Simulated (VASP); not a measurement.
## C: single point with LDA

C:

```
C
1.0
     1.23729    0.71435    8.31013
    -1.23729    0.71435    8.31013
     0.00000   -1.42869    8.31013
C
4
Direct
  0.91283 0.91283 0.91283
  0.24615 0.24615 0.24615
  0.75385 0.75385 0.75385
  0.08717 0.08717 0.08717
```

- Program: VASP 6.6.1
- Task: single point
- Functional: LDA
- Potentials or basis: VASP PAW LDA potentials, release 64 (C)
- Cutoff: 520 eV
- k mesh: 11 × 11 × 11
- Occupations: fermi-dirac, width 0.05 eV
- Spin: no spin polarisation

```yaml
Pressure: -7.6 GPa
Largest_force: 0.005 eV/Å
```

Forces in eV/Å, atoms in the order of the input:
```
C    0.000  0.000 -0.005
C    0.000  0.000  0.003
C    0.000  0.000 -0.003
C    0.000  0.000  0.005
```

Stress tensor (GPa, compression positive):
```
-10.96   0.00   0.00
  0.00 -10.96   0.00
  0.00   0.00  -0.88
```

It took 30 min on 1 thread of Intel Xeon 8259CL (shared host), peak memory 0.42 GiB.

Caveat: the stress differs along the axes, from -11 to -1 GPa.
